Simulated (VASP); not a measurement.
# BN (k07) in VASP: a series of runs, part 2 of 2

VASP 6.6.1. Earlier steps stand in the parts before.

### 3 Single point, PBEsol

INCAR

```
SYSTEM = BN
PREC = Accurate
ENCUT = 520
EDIFF = 1E-7
ISMEAR = 0
SIGMA = 0.01
LREAL = .FALSE.
LASPH = .TRUE.
NELM = 60
ALGO = Normal
ISIF = 2
LWAVE = .FALSE.
LCHARG = .FALSE.
GGA = PS
NBANDS = 16
```

KPOINTS

```
Automatic mesh
0
G
  15 15 8
  0 0 0
```

POSCAR

```
BN
1.0
    2.5405660762      0.0000000000      0.0000000000
   -1.2702830381      2.2001947620      0.0000000000
    0.0000000000      0.0000000000      4.2026526748
B N
2 2
Direct
    0.3333333333      0.6666666667     -0.0630000000
    0.6666666667      0.3333333333      0.4370000000
    0.3333333333      0.6666666667      0.4370000000
    0.6666666667      0.3333333333      0.9370000000
```

Potentials or basis: VASP PAW PBE potentials, release 64 (B, N).

Command:

```console
cat potpaw_PBE.64/B/POTCAR potpaw_PBE.64/N/POTCAR > POTCAR
mpirun -np 1 vasp_std > vasp.out
```

OUTCAR:

```text
SYSTEM = BN
   PREC = Accurate
   ENCUT = 520
   EDIFF = 1E-7
   ISMEAR = 0
   LREAL = .FALSE.
   LASPH = .TRUE.
   NELM = 60
   ISIF = 2
   GGA = PS

 ion  position               nearest neighbor table
   1  0.333  0.667  0.937-   4 1.47   4 1.47   4 1.47
   2  0.667  0.333  0.437-   3 1.47   3 1.47   3 1.47
   3  0.333  0.667  0.437-   2 1.47   2 1.47   2 1.47
   4  0.667  0.333  0.937-   1 1.47   1 1.47   1 1.47

  LATTYP: Found a hexagonal cell.
 ALAT       =     2.5405660762
 C/A-ratio  =     1.6542190003

  Lattice vectors:

 A1 = (   2.5405660762,   0.0000000000,   0.0000000000)
 A2 = (  -1.2702830381,   2.2001947620,   0.0000000000)
 A3 = (   0.0000000000,   0.0000000000,   4.2026526748)

Analysis of symmetry for initial positions (statically):
=====================================================================
 Subroutine PRICEL returns:
 Original cell was already a primitive cell.

 Routine SETGRP: Setting up the symmetry group for a
 hexagonal supercell.

 Subroutine GETGRP returns: Found 24 space group operations
 (whereof  6 operations were pure point group operations)
 out of a pool of 24 trial point group operations.

The static configuration has the point symmetry C_3v.
 The point group associated with its full space group is D_6h.

Analysis of symmetry for dynamics (positions and initial velocities):
=====================================================================
 Subroutine PRICEL returns:
 Original cell was already a primitive cell.

 Routine SETGRP: Setting up the symmetry group for a
 hexagonal supercell.

 Subroutine GETGRP returns: Found 24 space group operations
 (whereof  6 operations were pure point group operations)
 out of a pool of 24 trial point group operations.

The dynamic configuration has the point symmetry C_3v.
 The point group associated with its full space group is D_6h.

 Subroutine INISYM returns: Found 24 space group operations
 (whereof  6 operations are pure point group operations),
 and found     1 'primitive' translations

[... 115 lines left out ...]
   IALGO  =     38    algorithm
   IMIX   =      4    mixing-type and parameters
     AMIX     =   0.40;   BMIX     =  1.00
     AMIX_MAG =   1.60;   BMIX_MAG =  1.00
  volume/ion in A,a.u.               =       5.87        39.63
  Fermi-wavevector in a.u.,A,eV,Ry     =   1.440378  2.721920 28.227851  2.074689
  Thomas-Fermi vector in A             =   2.559129
   LORBIT       =      0    0 simple, 1 ext, 2 COOP (PROOUT), +10 PAW based schemes
   GGA     = PS    functional components
   LHFCALC =     F    Hartree Fock is set to
   AEXX    =    0.0000 exact exchange contribution
   IVDW    =     0    specifies the selected vdW correction
   LEPSILON=     F    determine dielectric tensor
   LRPA    =     F    only Hartree local field effects (RPA)
 non-spin polarized calculation
 Gauss-broadening in eV      SIGMA  =   0.01
  energy-cutoff  :      520.00
  volume of cell :       23.49
 maximum number of plane-waves:       652
 NGX is ok and might be reduce to    20
   NGX =  9   NGY =  9   NGZ = 15

 number of electron      15.9999999 magnetization

 Free energy of the ion-electron system (eV)
  ---------------------------------------------------
  ext. energy  EPLUGINS =         0.00000000
  ---------------------------------------------------
  free energy    TOTEN  =       -34.75730785 eV

  energy without entropy =      -34.75730785  energy(sigma->0) =      -34.75730785

 E-fermi :   8.9733     XC(G=0): -13.0024

 val. band max:        8.8576119907   @ k =   0.1333   0.0000   0.0000
 cond. band min:      11.7678624982   @ k =   0.4667  -0.0000   0.3750
 fundamental gap:      2.9102505075
 Fermi energy:         8.9733359859

 k-point     1 :       0.0000    0.0000    0.0000
  band No.  band energies     occupation
      1     -12.9683      2.00000
      2      -8.6909      2.00000
      3      -2.8430      2.00000
      4       4.5149      2.00000
      5       4.5149      2.00000
      6       5.9641      2.00000
[... 433 lines left out ...]
      3      -2.2391      2.00000
      4      -0.7643      2.00000
      5       0.0960      2.00000
      6       1.8033      2.00000
[... 8 lines left out ...]
     15      23.1901      0.00000
     16      26.0439      0.00000

 [... further k-points ...]
[... 5 lines left out ...]
  --------------------------------------------------------------------------------------
  -------------------------------------------------------------------------------------
  Total        1.1588220      1.1588220     10.1469235      0.0000000      0.0000000      0.0000000
  in kB       79.0336771     79.0336771    692.0378500      0.0000000      0.0000000      0.0000000
  external PRESSURE =     283.3684014 kB  Pullay stress =       0.0000000 kB

 VOLUME and BASIS-vectors are now :
 -----------------------------------------------------------------------------
  energy-cutoff  :      520.00
  volume of cell :       23.49
      direct lattice vectors                 reciprocal lattice vectors
     2.540566076  0.000000000  0.000000000     0.393613065  0.227252609  0.000000000
    -1.270283038  2.200194762  0.000000000     0.000000000  0.454505218  0.000000000
     0.000000000  0.000000000  4.202652675     0.000000000  0.000000000  0.237944955

 POSITION                                       TOTAL-FORCE (eV/Angst)
 -----------------------------------------------------------------------------------
     -0.00000      1.46680      3.93789        -0.000000      0.000000      0.000000
      1.27028      0.73340      1.83656         0.000000     -0.000000     -0.000000
     -0.00000      1.46680      1.83656        -0.000000      0.000000      0.000000
      1.27028      0.73340      3.93789         0.000000     -0.000000      0.000000
 -----------------------------------------------------------------------------------
    total drift:                               -0.000000      0.000000      0.000004

  FREE ENERGIE OF THE ION-ELECTRON SYSTEM (eV)
  ---------------------------------------------------
  free  energy   TOTEN  =       -34.7573078494 eV

  energy  without entropy=      -34.7573078494  energy(sigma->0) =      -34.75730785
```

OSZICAR:

```text
N       E                     dE             d eps       ncg     rms          rms(c)
DAV:   1     0.382700156226E+02    0.38270E+02   -0.83824E+03  4328   0.976E+02
DAV:   2    -0.350937739819E+02   -0.73364E+02   -0.68137E+02  6176   0.232E+02
DAV:   3    -0.373584013539E+02   -0.22646E+01   -0.22577E+01  4888   0.377E+01
DAV:   4    -0.373641770053E+02   -0.57757E-02   -0.57749E-02  5496   0.211E+00
DAV:   5    -0.373641953600E+02   -0.18355E-04   -0.18354E-04  4760   0.109E-01    0.107E+01
DAV:   6    -0.349801078915E+02    0.23841E+01   -0.30053E+00  5256   0.155E+01    0.487E+00
DAV:   7    -0.348022216949E+02    0.17789E+00   -0.44796E-01  5544   0.528E+00    0.295E+00
DAV:   8    -0.347597135074E+02    0.42508E-01   -0.68117E-02  5408   0.204E+00    0.337E-01
DAV:   9    -0.347572054175E+02    0.25081E-02   -0.50142E-03  5232   0.691E-01    0.135E-01
DAV:  10    -0.347573018196E+02   -0.96402E-04   -0.34949E-04  5112   0.159E-01    0.178E-02
DAV:  11    -0.347573071087E+02   -0.52890E-05   -0.15445E-05  5592   0.345E-02    0.971E-03
DAV:  12    -0.347573078524E+02   -0.74372E-06   -0.20336E-06  4816   0.124E-02    0.983E-04
DAV:  13    -0.347573078494E+02    0.29956E-08   -0.35866E-08  3216   0.174E-03
   1 F= -.34757308E+02 E0= -.34757308E+02  d E =-.129837E-62
```

stdout:

```text
POSCAR found type information on POSCAR B N
 POSCAR found :  2 types and       4 ions
 scaLAPACK will be used
 -----------------------------------------------------------------------------
|                                                                             |
|                                                                             |
|     You enforced a specific xc type in the INCAR file but a different       |
|     I HOPE YOU KNOW WHAT YOU ARE DOING!                                     |
|                                                                             |
 -----------------------------------------------------------------------------

 LDA part: xc-table for (Slater+PW92), standard interpolation
 POSCAR, INCAR and KPOINTS ok, starting setup
 FFT: planning ... GRIDC
 FFT: planning ... GRID_SOFT
 FFT: planning ... GRID
 WAVECAR not read
 entering main loop
```

Run time: 46 s. Hardware: 1 thread of AMD EPYC 7R43 (Zen 3), shared host; peak memory 0.12 GiB.

Results:

| Property | Result |
| --- | --- |
| Free energy | -34.7573 eV |
| Pressure | 28.3 GPa |
| Band gap on the k mesh | 2.91 eV, indirect (least direct gap 4.68 eV) |

Stress tensor (GPa, compression positive):
```
 7.90  0.00  0.00
 0.00  7.90  0.00
 0.00  0.00 69.20
```

Levels at points of the mesh, in eV from the valence-band top:
| k point | band 4 | band 5 | band 6 | band 7 | band 8 | band 9 | band 10 | band 11 | band 12 | band 13 |
| --- | --- | --- | --- | --- | --- | --- | --- | --- | --- | --- |
| (0.00, 0.00, 0.00) | -4.34 | -4.34 | -2.89 | -2.89 | -0.06 | 7.66 | 7.66 | 8.41 | 8.89 | 9.14 |
| (0.00, 0.00, 0.50) | -6.12 | -3.66 | -3.66 | -3.66 | -3.66 | 8.34 | 8.34 | 8.60 | 8.60 | 8.60 |

Caveat: the PAW data sets were made with another functional, which shifts forces and pressure a little. A hybrid or GW would open this gap; PBEsol tends to underestimate it.
